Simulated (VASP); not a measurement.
# CsCl (Pm-3m) in VASP: further runs, part 2 of 2

VASP 6.6.1. Earlier steps stand in the parts before.

## (4) Single point, PBE0

Contents of POSCAR:

```
CsCl
1.0
    4.1368327747      0.0000000000      0.0000000000
    0.0000000000      4.1368327747      0.0000000000
    0.0000000000      0.0000000000      4.1368327747
Cs Cl
1 1
Direct
    0.0000000000      0.0000000000      0.0000000000
    0.5000000000      0.5000000000      0.5000000000
```

Contents of INCAR.step1:

```
SYSTEM = CsCl
ALGO     = Normal         ! electronic algorithm
EDIFF    = 1E-5           ! SCF threshold, eV
ENCUT    = 400            ! plane-wave cutoff, eV
GGA      = PE             ! functional
GGA_COMPAT= .FALSE.      
ISIF     = 2              ! what is computed and relaxed
ISMEAR   = 0              ! smearing method
LASPH    = .TRUE.         ! aspherical terms in the spheres
LCHARG   = .FALSE.        ! write CHGCAR
LREAL    = .FALSE.        ! projectors in reciprocal space
LWAVE    = .TRUE.         ! write WAVECAR
NBANDS   = 15             ! bands
NELM     = 120            ! most SCF steps
PREC     = Accurate       ! precision mode
SIGMA    = 0.01           ! smearing width, eV
```

Contents of INCAR.step2:

```
SYSTEM = CsCl
AEXX     = 0.25           ! exact-exchange fraction
ALGO     = Normal         ! electronic algorithm
EDIFF    = 1E-6           ! SCF threshold, eV
ENCUT    = 400            ! plane-wave cutoff, eV
GGA      = PE             ! functional
GGA_COMPAT= .FALSE.      
ISIF     = 2              ! what is computed and relaxed
ISMEAR   = 0              ! smearing method
ISTART   = 1            
LASPH    = .TRUE.         ! aspherical terms in the spheres
LCHARG   = .FALSE.        ! write CHGCAR
LHFCALC  = .TRUE.         ! exact exchange
LREAL    = .FALSE.        ! projectors in reciprocal space
LWAVE    = .FALSE.        ! write WAVECAR
NBANDS   = 15             ! bands
NELM     = 120            ! most SCF steps
PREC     = Accurate       ! precision mode
PRECFOCK = Normal       
SIGMA    = 0.01           ! smearing width, eV
```

Contents of KPOINTS:

```
k-points
0
G
  4 4 4
  0 0 0
```

The run is started by

```console
cat potpaw_PBE.64/Cs_sv/POTCAR potpaw_PBE.64/Cl/POTCAR > POTCAR
cp INCAR.step1 INCAR
mpirun -np 1 vasp_std > vasp.out
cp INCAR.step2 INCAR
mpirun -np 1 vasp_std > vasp.out
```

Wall time 7.1 min (1 thread of Oxide Virtual Turin-like, shared host); peak memory 0.13 GiB.

It converged, with:

| Property | Result |
| --- | --- |
| Free energy | -8.1636 eV |
| Pressure | 0.3 GPa |
| Band gap on the k mesh | 7.26 eV |

Levels at points of the mesh, in eV from the valence-band top:
```csv
k point,band 4,band 5,band 6,band 7,band 8,band 9,band 10,band 11,band 12,band 13
"(0.00, 0.00, 0.00)",-6.08,-6.08,0.00,0.00,0.00,7.26,7.44,7.44,12.34,12.34
"(0.50, 0.00, 0.00)",-5.92,-5.92,-1.22,-0.25,-0.25,8.53,9.74,10.96,11.37,11.78
"(0.50, 0.50, 0.00)",-6.89,-5.83,-0.46,-0.46,-0.06,8.01,8.09,10.16,10.16,14.15
"(0.50, 0.50, 0.50)",-6.62,-6.62,-1.15,-1.15,-1.15,10.70,10.70,10.70,12.66,12.66
```

Caveat: the PAW data sets were made with another functional, which shifts forces and pressure a little; spin-orbit coupling is left out, which moves the levels of the heavy elements.

## (5) Single point, HSE06

This run uses another cell than the first one, of 36.38 Å³/atom.

Contents of POSCAR:

```
CsCl
1.0
    4.1747895016      0.0000000000      0.0000000000
    0.0000000000      4.1747895016      0.0000000000
    0.0000000000      0.0000000000      4.1747895016
Cs Cl
1 1
Direct
    0.0000000000      0.0000000000      0.0000000000
    0.5000000000      0.5000000000      0.5000000000
```

Contents of INCAR.step1:

```
SYSTEM = CsCl
PREC     = Accurate       ! precision mode
ENCUT    = 400            ! plane-wave cutoff, eV
EDIFF    = 1E-5           ! SCF threshold, eV
ISMEAR   = -1             ! smearing method
SIGMA    = 0.02           ! smearing width, eV
LREAL    = .FALSE.        ! projectors in reciprocal space
LASPH    = .TRUE.         ! aspherical terms in the spheres
NELM     = 120            ! most SCF steps
ALGO     = Normal         ! electronic algorithm
ISIF     = 2              ! what is computed and relaxed
LWAVE    = .TRUE.         ! write WAVECAR
NBANDS   = 15             ! bands
GGA      = PE             ! functional
GGA_COMPAT= .FALSE.
```

Contents of INCAR.step2:

```
SYSTEM = CsCl
PREC     = Accurate       ! precision mode
ENCUT    = 400            ! plane-wave cutoff, eV
EDIFF    = 1E-6           ! SCF threshold, eV
ISMEAR   = -1             ! smearing method
SIGMA    = 0.02           ! smearing width, eV
LREAL    = .FALSE.        ! projectors in reciprocal space
LASPH    = .TRUE.         ! aspherical terms in the spheres
NELM     = 120            ! most SCF steps
ALGO     = Normal         ! electronic algorithm
ISIF     = 2              ! what is computed and relaxed
LWAVE    = .FALSE.        ! write WAVECAR
LCHARG   = .TRUE.         ! write CHGCAR
GGA      = PE             ! functional
LHFCALC  = .TRUE.         ! exact exchange
HFSCREEN = 0.2079         ! screening, 1/A
PRECFOCK = Normal       
LELF     = .TRUE.         ! ELF
LVHAR    = .TRUE.       
NBANDS   = 15             ! bands
ISTART   = 1            
GGA_COMPAT= .FALSE.
```

Contents of KPOINTS:

```
Automatic mesh
0
G
  4 4 4
  0 0 0
```

The run is started by

```console
cat potpaw_PBE.64/Cs_sv/POTCAR potpaw_PBE.64/Cl/POTCAR > POTCAR
cp INCAR.step1 INCAR
mpirun -np 1 vasp_std > vasp.out
cp INCAR.step2 INCAR
mpirun -np 1 vasp_std > vasp.out
```

Wall time 6.5 min (1 thread of Oxide Virtual Turin-like, shared host); peak memory 0.23 GiB.

Results (log left out):

- Free energy: -7.6288 eV
- Pressure: 0.0 GPa
- Band gap on the k mesh: 6.40 eV

Levels at points of the mesh, in eV from the valence-band top:
| k point | band 6 | band 7 | band 8 | band 9 | band 10 | band 11 |
| --- | --- | --- | --- | --- | --- | --- |
| (0.00, 0.00, 0.00) | 0.00 | 0.00 | 0.00 | 6.40 | 6.70 | 6.70 |
| (0.50, 0.00, 0.00) | -1.14 | -0.21 | -0.21 | 7.74 | 8.83 | 10.01 |
| (0.50, 0.50, 0.00) | -0.45 | -0.45 | -0.05 | 7.22 | 7.31 | 9.35 |
| (0.50, 0.50, 0.50) | -1.06 | -1.06 | -1.06 | 9.80 | 9.80 | 9.80 |

Caveat: the PAW data sets were made with another functional, which shifts forces and pressure a little; spin-orbit coupling is left out, which moves the levels of the heavy elements.

## (6) Single point, r2SCAN0

Contents of POSCAR:

```
CsCl
1.0
    4.1368327747      0.0000000000      0.0000000000
    0.0000000000      4.1368327747      0.0000000000
    0.0000000000      0.0000000000      4.1368327747
Cs Cl
1 1
Direct
    0.0000000000      0.0000000000      0.0000000000
    0.5000000000      0.5000000000      0.5000000000
```

Contents of INCAR.step1:

```
ALGO     = Normal         # electronic algorithm
EDIFF    = 1E-5           # SCF threshold, eV
ENCUT    = 440            # plane-wave cutoff, eV
GGA      = PE             # functional
GGA_COMPAT= F            
ISIF     = 2              # what is computed and relaxed
ISMEAR   = 0              # smearing method
LASPH    = T              # aspherical terms in the spheres
LCHARG   = F              # write CHGCAR
LREAL    = F              # projectors in reciprocal space
LWAVE    = T              # write WAVECAR
NBANDS   = 15             # bands
NELM     = 120            # most SCF steps
PREC     = Accurate       # precision mode
SIGMA    = 0.01           # smearing width, eV
```

Contents of INCAR.step2:

```
AEXX     = 0.25           # exact-exchange fraction
ALGO     = Normal         # electronic algorithm
EDIFF    = 1E-6           # SCF threshold, eV
ENCUT    = 440            # plane-wave cutoff, eV
GGA_COMPAT= F            
ISIF     = 2              # what is computed and relaxed
ISMEAR   = 0              # smearing method
ISTART   = 1            
LASPH    = T              # aspherical terms in the spheres
LCHARG   = F              # write CHGCAR
LHFCALC  = T              # exact exchange
LMIXTAU  = T            
LREAL    = F              # projectors in reciprocal space
LWAVE    = F              # write WAVECAR
METAGGA  = R2SCAN         # meta-GGA
NBANDS   = 15             # bands
NELM     = 120            # most SCF steps
PREC     = Accurate       # precision mode
PRECFOCK = Normal       
SIGMA    = 0.01           # smearing width, eV
```

Contents of KPOINTS:

```
k-points
0
Gamma
  4 4 4
```

Potentials or basis: VASP PAW PBE potentials, release 64 (Cs_sv, Cl).

The run is started by

```console
cat potpaw_PBE.64/Cs_sv/POTCAR potpaw_PBE.64/Cl/POTCAR > POTCAR
cp INCAR.step1 INCAR
mpirun -np 1 vasp_std > vasp.out
cp INCAR.step2 INCAR
mpirun -np 1 vasp_std > vasp.out
```

Run time: 8 min. Hardware: 1 thread of Oxide Virtual Turin-like, shared host; peak memory 0.14 GiB.

It converged, with:

```
Free energy            : -29.9744 eV
Pressure               : -0.2 GPa
Band gap on the k mesh : 7.72 eV
```

Levels at points of the mesh, in eV from the valence-band top:
| k point | band 5 | band 6 | band 7 | band 8 | band 9 | band 10 | band 11 | band 12 |
| --- | --- | --- | --- | --- | --- | --- | --- | --- |
| (0.00, 0.00, 0.00) | -6.15 | 0.00 | 0.00 | 0.00 | 7.72 | 7.73 | 7.73 | 12.81 |
| (0.50, 0.00, 0.00) | -5.99 | -1.22 | -0.25 | -0.25 | 8.85 | 10.16 | 11.41 | 11.72 |
| (0.50, 0.50, 0.00) | -5.90 | -0.46 | -0.46 | -0.07 | 8.37 | 8.46 | 10.57 | 10.57 |
| (0.50, 0.50, 0.50) | -6.70 | -1.16 | -1.16 | -1.16 | 11.13 | 11.13 | 11.13 | 13.13 |

Caveat: the PAW data sets were made with another functional, which shifts forces and pressure a little; spin-orbit coupling is left out, which moves the levels of the heavy elements.

## (7) The runs side by side

```tsv
level	spin	cell	k mesh	cutoff (eV)	smearing	grid for exact exchange (PRECFOCK)	share of exact exchange	screening parameter	gap on the mesh (eV)	pressure (GPa)
PBE	non-collinear, zero start, SOC	a = 4.137 Å, 2 atoms	6 × 6 × 6	500	gaussian 0.01 eV	-	-	-	-	0.8
HSE06	off	a = 4.137 Å, 2 atoms	4 × 4 × 4	400	gaussian 0.01 eV	Normal	0.25	0.2079 1/Å	6.53	0.5
PBE0	off	a = 4.137 Å, 2 atoms	4 × 4 × 4	400	gaussian 0.01 eV	Normal	0.25	-	7.26	0.3
HSE06	off	a = 4.175 Å, 2 atoms	4 × 4 × 4	400	fermi-dirac 0.02 eV	Normal	0.25	0.2079 1/Å	6.40	0.0
r2SCAN0	off	a = 4.137 Å, 2 atoms	4 × 4 × 4	440	gaussian 0.01 eV	Normal	0.25	-	7.72	-0.2
```

Alike in all rows: task single point; potentials or basis VASP PAW PBE potentials, release 64 (Cs_sv, Cl).

On the cell as given the gap runs from 6.53 eV (HSE06) to 7.72 eV (r2SCAN0). The pressure there spans -0.2 GPa (r2SCAN0) to 0.8 GPa (PBE); a positive pressure means that this level wants a larger cell, a negative one a smaller.

Caveats: the PAW data sets were made with another functional, which shifts forces and pressure a little (at least some runs); spin-orbit coupling is left out, which moves the levels of the heavy elements (at least some runs).

Absolute energies hang on the potentials; compare differences alone.
